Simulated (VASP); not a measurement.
Input of a VASP 6.6.1 run:

INCAR

```
SYSTEM = Br
PREC = Accurate ; ENCUT = 520
EDIFF = 1E-6 ; ISMEAR = -1
SIGMA = 0.05 ; LREAL = .False.
LASPH = .True. ; NELM = 100
ALGO = Normal ; ISIF = 2
LWAVE = .False. ; LCHARG = .False.
GGA = PE ; IVDW = 12
NBANDS = 22
```

File KPOINTS:

```
Automatic mesh
0
Gamma
  7 7 3
  0 0 0
```

POSCAR

```
Br
1.0
    3.4906007367     -2.0750170523      0.0000000000
    3.4906007367      2.0750170523      0.0000000000
    0.0000000000      0.0000000000      8.5733510643
Br
4
Direct
    0.3489286489      0.6510713511      0.3808617121
    0.1510713511      0.8489286489      0.8808617121
    0.6510713511      0.3489286489      0.6191382879
    0.8489286489      0.1510713511      0.1191382879
```

Potentials or basis: VASP PAW PBE potentials, release 64 (Br).

Run with:

```sh
$ cat potpaw_PBE.64/Br/POTCAR > POTCAR
$ mpirun -np 1 vasp_std > vasp.out
```

Question: Estimate the largest force.

Answer: 0.004 eV/Å.

Question: Estimate the dispersion energy per atom.

Answer: -0.232 eV.

Forces on the atoms (eV/Å):
```
Br   0.000  0.003 -0.003
Br   0.000 -0.003 -0.003
Br   0.000 -0.003  0.003
Br   0.000  0.003  0.003
```
